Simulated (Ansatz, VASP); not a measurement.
This is a calculation of AlNi for VASP 6.6.1.

The input POSCAR:

```
AlNi
1.0
    2.3006810000     -1.3946800000      0.0000000000
    2.3006810000      1.3946800000      0.0000000000
   -1.3564510000      0.0000000000      3.8808380000
Ni Al
1 1
Direct
    0.5000000000      0.5000000000      0.5000000000
    0.0000000000      0.0000000000      0.0000000000
```

File INCAR.step1:

```
SYSTEM = AlNi
ALGO = Normal
EDIFF = 1E-4
ENCUT = 520
GGA = PE
ISMEAR = -1
ISPIN = 2
LASPH = .TRUE.
LCHARG = .FALSE.
LMAXMIX = 4
LREAL = .FALSE.
LWAVE = .TRUE.
MAGMOM = 1 0
NBANDS = 18
NELM = 150
PREC = Accurate
SIGMA = 0.05
```

Contents of INCAR.step2:

```
SYSTEM = AlNi
ALGO = Normal
EDIFF = 1E-7
ENCUT = 520
ISIF = 2
ISMEAR = -1
ISPIN = 2
ISTART = 1
LASPH = .TRUE.
LCHARG = .FALSE.
LMAXMIX = 4
LMIXTAU = .TRUE.
LORBIT = 11
LREAL = .FALSE.
LWAVE = .FALSE.
MAGMOM = 1 0
METAGGA = R2SCAN
NBANDS = 18
NELM = 150
PREC = Accurate
SIGMA = 0.05
```

KPOINTS

```
k-points
0
G
  11 11 7
  0 0 0
```

Potentials or basis: VASP PAW PBE potentials, release 64 (Ni, Al).

The run is started by

```sh
$ cat potpaw_PBE.64/Ni/POTCAR potpaw_PBE.64/Al/POTCAR > POTCAR
$ cp INCAR.step1 INCAR
$ mpirun -np 1 vasp_std > vasp.out
$ cp INCAR.step2 INCAR
$ mpirun -np 1 vasp_std > vasp.out
```

Set up the same calculation for Ansatz 0.2.0. Potentials there: Ansatz PAW.

As run (the cutoff follows the program's own potentials):

File input.yaml:

```yaml
crystal:
  lattice:
    - [2.300681, -1.39468, 0.0]
    - [2.300681, 1.39468, 0.0]
    - [-1.356451, 0.0, 3.880838]
  atoms:
    - { symbol: Ni, position: [0.5, 0.5, 0.5], spin: 1.0 }
    - { symbol: Al, position: [0.0, 0.0, 0.0] }
hamiltonian:
  xc: r2scan
  pseudopotentials: { kind: paw }
magnetization:
  spin_polarized: true
kpoints:
  mp_grid: { grid: [11, 11, 7] }
scf:
  occupations: { method: fermi_dirac, width: 0.05 }
output:
  forces: true
  stress: true
  eigenvalues: true
```

Potentials or basis: Ansatz PAW.

Command:

```bash
$ ansatz run input.yaml --threads 2 --pin off --max-ram 5632MiB --backend cpu --events-out ev --progress --plain --runs-dir out
```

Both were run:

|  | VASP | Ansatz | Ansatz less VASP |
| --- | --- | --- | --- |
| gap on the k mesh at the Fermi level (eV) | none | none | - |
| pressure (GPa) | -3.1 | -2.9 | +0.17 |
| traceless stress, the component that is largest in VASP (GPa) | -1.22 | -1.35 | -0.133 |
| net moment per atom (μB) | 0.00 | 0.00 | 0.000 |

VASP's potentials were made for PBE, not for r2SCAN. A gap of «none» marks a metal or a gap that the smearing closes. With one functional, cell and mesh, what is left measures potentials, basis and numerics. VASP's potentials hold 13 valence electrons a cell and Ansatz's 21, so a difference there can come from the potentials and not from the codes.

Noted on Ansatz's run: the magnetic or orbital state may not be the lowest.
